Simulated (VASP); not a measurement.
# TiAl (P-6m2) in VASP: a series of runs, part 2 of 2

VASP 6.6.1.

**3. Single point, PBEsol, collinear spin (17.52 Å³/atom)**

Input file INCAR:

```
ALGO     = Fast           # electronic algorithm
EDIFF    = 1E-6           # SCF threshold, eV
ENCUT    = 520            # plane-wave cutoff, eV
GGA      = PS             # functional
ISIF     = 2              # what is computed and relaxed
ISMEAR   = 0              # smearing method
ISPIN    = 2              # spin polarisation
LASPH    = True           # aspherical terms in the spheres
LCHARG   = False          # write CHGCAR
LMAXMIX  = 4              # l up to which the mixer works
LORBIT   = 11             # projections on sites
LREAL    = False          # projectors in reciprocal space
LWAVE    = False          # write WAVECAR
MAGMOM   = 0.125 0        # initial moments
NBANDS   = 18             # bands
NELM     = 150            # most SCF steps
NUPDOWN  = 0.125          # fixed moment
PREC     = Accurate       # precision mode
SIGMA    = 0.15           # smearing width, eV
```

Input file KPOINTS:

```
k-points
0
Gamma
  21 21 12
```

Input file POSCAR:

```
TiAl
1.0
    2.9215484151      0.0000000000      0.0000000000
   -1.4607742075      2.5301351459      0.0000000000
    0.0000000000      0.0000000000      4.7392337000
Ti Al
1 1
Direct
    0.0000000000      0.0000000000      0.0000000000
    0.3333333333      0.6666666667      0.5000000000
```

Potentials or basis: VASP PAW PBE potentials, release 64 (Ti_sv, Al).

Run with:

```sh
cat potpaw_PBE.64/Ti_sv/POTCAR potpaw_PBE.64/Al/POTCAR > POTCAR
mpirun -np 1 vasp_std > vasp.out
```

OUTCAR:

```text
EDIFF = 1E-6
   ENCUT = 520
   GGA = PS
   ISIF = 2
   ISMEAR = 0
   ISPIN = 2
   LASPH = True
   LORBIT = 11
   LREAL = False
   NELM = 150
   NUPDOWN = 0.125
   PREC = Accurate

 ion  position               nearest neighbor table
   1  0.000  0.000  0.000-   2 2.91   2 2.91   2 2.91   2 2.91   2 2.91   2 2.91
   2  0.333  0.667  0.500-   1 2.91   1 2.91   1 2.91   1 2.91   1 2.91   1 2.91

  LATTYP: Found a hexagonal cell.
 ALAT       =     2.9215484151
 C/A-ratio  =     1.6221650394

  Lattice vectors:

 A1 = (   2.9215484151,   0.0000000000,   0.0000000000)
 A2 = (  -1.4607742075,   2.5301351459,   0.0000000000)
 A3 = (   0.0000000000,   0.0000000000,   4.7392337000)

Analysis of symmetry for initial positions (statically):
=====================================================================
 Subroutine PRICEL returns:
 Original cell was already a primitive cell.

 Routine SETGRP: Setting up the symmetry group for a
 hexagonal supercell.
[... 704 lines left out ...]
      3     -25.1499      1.00000
      4     -25.1499      1.00000
      5      -1.3850      1.00000
      6       5.0925      1.00000
[... 493 lines left out ...]
     17      21.9727      0.00000
     18      22.9456      0.00000

 [... further k-points ...]

------------------------ aborting loop because EDIFF is reached ----------------------------------------

  FORCE on cell =-STRESS in cart. coord.  units (eV):
  Direction    XX          YY          ZZ          XY          YZ          ZX
  --------------------------------------------------------------------------------------
  -------------------------------------------------------------------------------------
  Total       -1.5198534     -1.5198534     -1.8146048     -0.0000000      0.0000000      0.0000000
  in kB      -69.5100114    -69.5100114    -82.9903704     -0.0000000      0.0000000      0.0000000
  external PRESSURE =     -74.0034644 kB  Pullay stress =       0.0000000 kB

 VOLUME and BASIS-vectors are now :
 -----------------------------------------------------------------------------
  energy-cutoff  :      520.00
  volume of cell :       35.03
      direct lattice vectors                 reciprocal lattice vectors
     2.921548415  0.000000000  0.000000000     0.342284247  0.197617902  0.000000000
    -1.460774208  2.530135146  0.000000000     0.000000000  0.395235805  0.000000000
     0.000000000  0.000000000  4.739233700     0.000000000  0.000000000  0.211004577

 POSITION                                       TOTAL-FORCE (eV/Angst)
 -----------------------------------------------------------------------------------
      0.00000      0.00000      0.00000        -0.000000      0.000000      0.000000
     -0.00000      1.68676      2.36962         0.000000      0.000000      0.000000
 -----------------------------------------------------------------------------------
    total drift:                                0.000000     -0.000000      0.000000

  FREE ENERGIE OF THE ION-ELECTRON SYSTEM (eV)
  ---------------------------------------------------
  free  energy   TOTEN  =       -12.8832235163 eV

  energy  without entropy=      -12.8531004238  energy(sigma->0) =      -12.86816197

 total charge

# of ion       s       p       d       tot
------------------------------------------
    1        2.210   6.121   1.868  10.199
    2        0.425   0.356   0.000   0.781
--------------------------------------------------
tot          2.636   6.477   1.868  10.980

 magnetization (x)

# of ion       s       p       d       tot
------------------------------------------
    1        0.001   0.007   0.068   0.076
    2       -0.000   0.001   0.000   0.001
--------------------------------------------------
tot          0.001   0.008   0.068   0.078
```

OSZICAR:

```text
N       E                     dE             d eps       ncg     rms          rms(c)
DAV:   1     0.105976799244E+03    0.10598E+03   -0.66293E+03 24240   0.831E+02
DAV:   2    -0.831268484955E+01   -0.11429E+03   -0.10846E+03 24640   0.247E+02
DAV:   3    -0.144462739394E+02   -0.61336E+01   -0.60077E+01 32938   0.557E+01
DAV:   4    -0.146178472377E+02   -0.17157E+00   -0.17092E+00 29040   0.833E+00
DAV:   5    -0.146232605780E+02   -0.54133E-02   -0.54124E-02 29946   0.146E+00    0.922E+00
RMM:   6    -0.132300705859E+02    0.13932E+01   -0.31238E+00 31245   0.148E+01    0.322E+00
RMM:   7    -0.129073822413E+02    0.32269E+00   -0.19302E-01 33197   0.337E+00    0.167E+00
RMM:   8    -0.128822261527E+02    0.25156E-01   -0.16415E-01 34162   0.252E+00    0.874E-01
RMM:   9    -0.128872945964E+02   -0.50684E-02   -0.55436E-02 34172   0.219E+00    0.607E-01
RMM:  10    -0.128821861909E+02    0.51084E-02   -0.19680E-02 35922   0.914E-01    0.148E-01
RMM:  11    -0.128828739539E+02   -0.68776E-03   -0.70307E-03 37778   0.535E-01    0.114E-01
RMM:  12    -0.128831235720E+02   -0.24962E-03   -0.23150E-03 39285   0.335E-01    0.270E-02
RMM:  13    -0.128831750130E+02   -0.51441E-04   -0.60511E-04 39727   0.138E-01    0.479E-02
RMM:  14    -0.128832082151E+02   -0.33202E-04   -0.26424E-04 39102   0.101E-01    0.440E-03
RMM:  15    -0.128832157831E+02   -0.75680E-05   -0.76181E-05 38585   0.435E-02    0.182E-02
RMM:  16    -0.128832210670E+02   -0.52839E-05   -0.34271E-05 35067   0.338E-02    0.559E-03
RMM:  17    -0.128832228280E+02   -0.17610E-05   -0.13267E-05 32249   0.210E-02    0.955E-04
RMM:  18    -0.128832235163E+02   -0.68835E-06   -0.56959E-06 28489   0.124E-02
   1 F= -.12883224E+02 E0= -.12868162E+02  d E =-.301231E-01  mag=     0.1250
```

stdout:

```text
POSCAR found type information on POSCAR TiAl
 POSCAR found :  2 types and       2 ions
 scaLAPACK will be used
 -----------------------------------------------------------------------------
|                                                                             |
|                                                                             |
[... 37 lines left out ...]
WARNING in EDDRMM: call to ZHEGV failed, returncode =   6  3     15
WARNING in EDDRMM: call to ZHEGV failed, returncode =   6  3      5
WARNING in EDDRMM: call to ZHEGV failed, returncode =   8  4      5
WARNING in EDDRMM: call to ZHEGV failed, returncode =   6  3     12
WARNING in EDDRMM: call to ZHEGV failed, returncode =   6  3      6
WARNING in EDDRMM: call to ZHEGV failed, returncode =   8  4     17
WARNING in EDDRMM: call to ZHEGV failed, returncode =   8  4     18
WARNING in EDDRMM: call to ZHEGV failed, returncode =   6  3     14
```

It took 5.3 min on 1 thread of AMD EPYC 9R45 (Zen 5), shared host; peak memory 0.39 GiB.

What came out:

```
Free energy                                           : -12.8832 eV
Pressure                                              : -7.4 GPa
Net moment                                            : 0.12 μB per cell
Site moments                                          : Ti +0.08; Al +0.00 μB
Valence electrons inside the program's atomic spheres : Ti 10.20; Al 0.78
```

Stress tensor (GPa, compression positive):
```
-6.95  0.00  0.00
 0.00 -6.95  0.00
 0.00  0.00 -8.30
```

Caveat: the cell stands under tension; the PAW data sets were made with another functional, which shifts forces and pressure a little; the total moment is fixed, so each spin has its own Fermi level and the state may be an excited one.

**4. Single point, PBEsol, collinear spin (16.87 Å³/atom)**

This run uses another cell than the first one, of 16.87 Å³/atom.

Input file INCAR:

```
ALGO = Normal
EDIFF = 1E-6
ENCUT = 520
GGA = PS
ISIF = 2
ISMEAR = 0
ISPIN = 2
LASPH = T
LCHARG = T
LELF = T
LMAXMIX = 4
LORBIT = 11
LREAL = F
LVHAR = T
LWAVE = F
MAGMOM = 0.5 0
NBANDS = 18
NELM = 150
NUPDOWN = 0.5
PREC = Accurate
SIGMA = 0.15
```

KPOINTS is that of step 3.

Input file POSCAR:

```
TiAl
1.0
    2.8850104496      0.0000000000      0.0000000000
   -1.4425052248      2.4984923395      0.0000000000
    0.0000000000      0.0000000000      4.6799630897
Ti Al
1 1
Direct
    0.0000000000      0.0000000000      0.0000000000
    0.3333333333      0.6666666667      0.5000000000
```

Potentials or basis: VASP PAW PBE potentials, release 64 (Ti_sv, Al).

Run with:

```sh
cat potpaw_PBE.64/Ti_sv/POTCAR potpaw_PBE.64/Al/POTCAR > POTCAR
mpirun -np 1 vasp_std > vasp.out
```

OUTCAR:

```text
EDIFF = 1E-6
   ENCUT = 520
   GGA = PS
   ISIF = 2
   ISMEAR = 0
   ISPIN = 2
   LASPH = T
   LORBIT = 11
   LREAL = F
   NELM = 150
   NUPDOWN = 0.5
   PREC = Accurate

 ion  position               nearest neighbor table
   1  0.000  0.000  0.000-   2 2.87   2 2.87   2 2.87   2 2.87   2 2.87   2 2.87
   2  0.333  0.667  0.500-   1 2.87   1 2.87   1 2.87   1 2.87   1 2.87   1 2.87

  LATTYP: Found a hexagonal cell.
 ALAT       =     2.8850104496
 C/A-ratio  =     1.6221650394

  Lattice vectors:

 A1 = (   2.8850104496,   0.0000000000,   0.0000000000)
 A2 = (  -1.4425052248,   2.4984923395,   0.0000000000)
 A3 = (   0.0000000000,   0.0000000000,   4.6799630897)

Analysis of symmetry for initial positions (statically):
=====================================================================
 Subroutine PRICEL returns:
 Original cell was already a primitive cell.

 Routine SETGRP: Setting up the symmetry group for a
 hexagonal supercell.

 Subroutine GETGRP returns: Found 12 space group operations
 (whereof 12 operations were pure point group operations)
 out of a pool of 24 trial point group operations.

The static configuration has the point symmetry D_3h.

Analysis of symmetry for dynamics (positions and initial velocities):
=====================================================================
 Subroutine PRICEL returns:
 Original cell was already a primitive cell.

 Routine SETGRP: Setting up the symmetry group for a
 hexagonal supercell.

 Subroutine GETGRP returns: Found 12 space group operations
 (whereof 12 operations were pure point group operations)
 out of a pool of 24 trial point group operations.

The dynamic configuration has the point symmetry D_3h.

Analysis of structural, dynamic, and magnetic symmetry:
[... 151 lines left out ...]

 Free energy of the ion-electron system (eV)
  ---------------------------------------------------
  ext. energy  EPLUGINS =         0.00000000
  ---------------------------------------------------
  free energy    TOTEN  =       -12.92032378 eV

  energy without entropy =      -12.89599283  energy(sigma->0) =      -12.90815830

 E-fermi :   7.6327     XC(G=0): -10.9744

 val. band max:        7.7319787858   @ k =   0.1429   0.1429   0.4167
 cond. band min:       7.6382881657   @ k =   0.3333   0.0476   0.5000
 fundamental gap:     -0.0936906200
 Fermi energy:         7.7346895769

 spin component 1

 k-point     1 :       0.0000    0.0000    0.0000
  band No.  band energies     occupation
      1     -48.8007      1.00000
      2     -25.2065      1.00000
      3     -24.8238      1.00000
      4     -24.8238      1.00000
      5      -1.2630      1.00000
      6       5.1937      1.00000
[... 493 lines left out ...]
     17      22.5889      0.00000
     18      23.5815      0.00000

 [... further k-points ...]

 spin component 2

 k-point     1 :       0.0000    0.0000    0.0000
  band No.  band energies     occupation
      1     -48.5385      1.00000
      2     -24.9732      1.00000
      3     -24.5459      1.00000
      4     -24.5459      1.00000
      5      -1.1425      1.00000
      6       5.5726      1.00000
[... 493 lines left out ...]
     17      22.7397      0.00000
     18      23.8299      0.00000

 [... further k-points ...]

------------------------ aborting loop because EDIFF is reached ----------------------------------------

  FORCE on cell =-STRESS in cart. coord.  units (eV):
  Direction    XX          YY          ZZ          XY          YZ          ZX
  --------------------------------------------------------------------------------------
  -------------------------------------------------------------------------------------
  Total       -0.7018286     -0.7018286     -1.0866587      0.0000000      0.0000000     -0.0000000
  in kB      -33.3329550    -33.3329550    -51.6102417      0.0000000      0.0000000     -0.0000000
  external PRESSURE =     -39.4253839 kB  Pullay stress =       0.0000000 kB

 VOLUME and BASIS-vectors are now :
 -----------------------------------------------------------------------------
  energy-cutoff  :      520.00
  volume of cell :       33.73
      direct lattice vectors                 reciprocal lattice vectors
     2.885010450  0.000000000  0.000000000     0.346619195  0.200120686  0.000000000
    -1.442505225  2.498492339  0.000000000     0.000000000  0.400241371  0.000000000
     0.000000000  0.000000000  4.679963090     0.000000000  0.000000000  0.213676899

 POSITION                                       TOTAL-FORCE (eV/Angst)
 -----------------------------------------------------------------------------------
      0.00000      0.00000      0.00000        -0.000000      0.000000      0.000000
     -0.00000      1.66566      2.33998         0.000000     -0.000000      0.000000
 -----------------------------------------------------------------------------------
    total drift:                                0.000000     -0.000000      0.000000

  FREE ENERGIE OF THE ION-ELECTRON SYSTEM (eV)
  ---------------------------------------------------
  free  energy   TOTEN  =       -12.9203237782 eV

  energy  without entropy=      -12.8959928292  energy(sigma->0) =      -12.90815830

 total charge

# of ion       s       p       d       tot
------------------------------------------
    1        2.217   6.130   1.895  10.242
    2        0.426   0.370   0.000   0.796
--------------------------------------------------
tot          2.643   6.500   1.895  11.038

 magnetization (x)

# of ion       s       p       d       tot
------------------------------------------
    1        0.005   0.028   0.270   0.302
    2        0.000   0.008   0.000   0.008
--------------------------------------------------
tot          0.005   0.036   0.270   0.310
```

Run time: 8.5 min. Hardware: 1 thread of Intel Xeon 8259CL, shared host; peak memory 0.41 GiB.

Results:

```
Free energy                                           : -12.9203 eV
Pressure                                              : -3.9 GPa
Net moment                                            : 0.50 μB per cell
Site moments                                          : Ti +0.30; Al +0.01 μB
Valence electrons inside the program's atomic spheres : Ti 10.24; Al 0.80
```

Stress tensor (GPa, compression positive):
```
-3.33  0.00  0.00
 0.00 -3.33  0.00
 0.00  0.00 -5.16
```

Caveat: the cell stands under tension; the PAW data sets were made with another functional, which shifts forces and pressure a little; the total moment is fixed, so each spin has its own Fermi level and the state may be an excited one.

**5. Single point, PBEsol, collinear spin (16.87 Å³/atom)**

This run uses another cell than the first one, of 16.87 Å³/atom.

Input file INCAR:

```
  ALGO = Fast
  EDIFF = 1E-6
  ENCUT = 520
  GGA = PS
  ISIF = 2
  ISMEAR = 0
  ISPIN = 2
  LASPH = True
  LCHARG = False
  LMAXMIX = 4
  LORBIT = 11
  LREAL = False
  LWAVE = False
  MAGMOM = 0.125 0
  NBANDS = 18
  NELM = 150
  NUPDOWN = 0.125
  PREC = Accurate
  SIGMA = 0.15
```

KPOINTS is that of step 4.

POSCAR is that of step 4.

Run with:

```sh
cat potpaw_PBE.64/Ti_sv/POTCAR potpaw_PBE.64/Al/POTCAR > POTCAR
mpirun -np 1 vasp_std > vasp.out
```

Wall time 12 min (1 thread of Intel Xeon 8259CL, shared host); peak memory 0.42 GiB.

It converged, with:

* Free energy: -12.9296 eV
* Pressure: -4.0 GPa
* Net moment: 0.12 μB per cell
* Site moments: Ti +0.08; Al +0.00 μB
* Valence electrons inside the program's atomic spheres: Ti 10.24; Al 0.80

Stress tensor (GPa, compression positive):
```
-3.76  0.00  0.00
 0.00 -3.76  0.00
 0.00  0.00 -4.59
```

Caveat: the cell stands under tension; the PAW data sets were made with another functional, which shifts forces and pressure a little; the total moment is fixed, so each spin has its own Fermi level and the state may be an excited one.

**6. Single point, PBEsol, collinear spin (18.17 Å³/atom)**

This run uses another cell than the first one, of 18.17 Å³/atom.

Input file INCAR:

```
ALGO = Fast ; EDIFF = 1E-6
ENCUT = 520 ; GGA = PS
ISIF = 2 ; ISMEAR = 0
ISPIN = 2 ; LASPH = T
LCHARG = F ; LMAXMIX = 4
LORBIT = 11 ; LREAL = F
LWAVE = F ; MAGMOM = 0.75 0
NBANDS = 18 ; NELM = 150
NUPDOWN = 0.75 ; PREC = Accurate
SIGMA = 0.15
```

KPOINTS is that of step 5.

Input file POSCAR:

```
TiAl
1.0
    2.9571946349      0.0000000000      0.0000000000
   -1.4785973175      2.5610056778      0.0000000000
    0.0000000000      0.0000000000      4.7970577516
Ti Al
1 1
Direct
    0.0000000000      0.0000000000      0.0000000000
    0.3333333333      0.6666666667      0.5000000000
```

Potentials or basis: VASP PAW PBE potentials, release 64 (Ti_sv, Al).

Run with:

```sh
cat potpaw_PBE.64/Ti_sv/POTCAR potpaw_PBE.64/Al/POTCAR > POTCAR
mpirun -np 1 vasp_std > vasp.out
```

Run time: 4.8 min. Hardware: 1 thread of Intel Xeon Platinum 8488C (Sapphire Rapids), shared host; peak memory 0.42 GiB.

The run converged. Its results:

- Free energy: -12.7884 eV
- Pressure: -9.8 GPa
- Net moment: 0.75 μB per cell
- Site moments: Ti +0.47; Al +0.01 μB
- Valence electrons inside the program's atomic spheres: Ti 10.17; Al 0.77

Stress tensor (GPa, compression positive):
```
 -8.66   0.00   0.00
  0.00  -8.66   0.00
  0.00   0.00 -12.15
```

Caveat: the cell stands under tension; the PAW data sets were made with another functional, which shifts forces and pressure a little; the total moment is fixed, so each spin has its own Fermi level and the state may be an excited one.

**7. The runs side by side**

| fixed moment (μB) | cell | pressure (GPa) | moment (μB) |
| --- | --- | --- | --- |
| 1.0 | a = 2.922, b = 2.922, c = 4.739 Å, angles 90.0, 90.0, 120.0°, 2 atoms | -6.6 | 1.00 |
| 0.125 | a = 2.922, b = 2.922, c = 4.739 Å, angles 90.0, 90.0, 120.0°, 2 atoms | -7.4 | 0.12 |
| 0.5 | a = 2.885, b = 2.885, c = 4.680 Å, angles 90.0, 90.0, 120.0°, 2 atoms | -3.9 | 0.50 |
| 0.125 | a = 2.885, b = 2.885, c = 4.680 Å, angles 90.0, 90.0, 120.0°, 2 atoms | -4.0 | 0.12 |
| 0.75 | a = 2.957, b = 2.957, c = 4.797 Å, angles 90.0, 90.0, 120.0°, 2 atoms | -9.8 | 0.75 |

Alike in all rows: task single point; level PBEsol; potentials or basis VASP PAW PBE potentials, release 64 (Ti_sv, Al); spin collinear; k mesh 21 × 21 × 12; cutoff (eV) 520; smearing gaussian 0.15 eV.

Caveats: the cell stands under tension; the PAW data sets were made with another functional, which shifts forces and pressure a little; the total moment is fixed, so each spin has its own Fermi level and the state may be an excited one.

Total energies depend on the potentials used, so only differences within one code and one set of settings carry meaning.
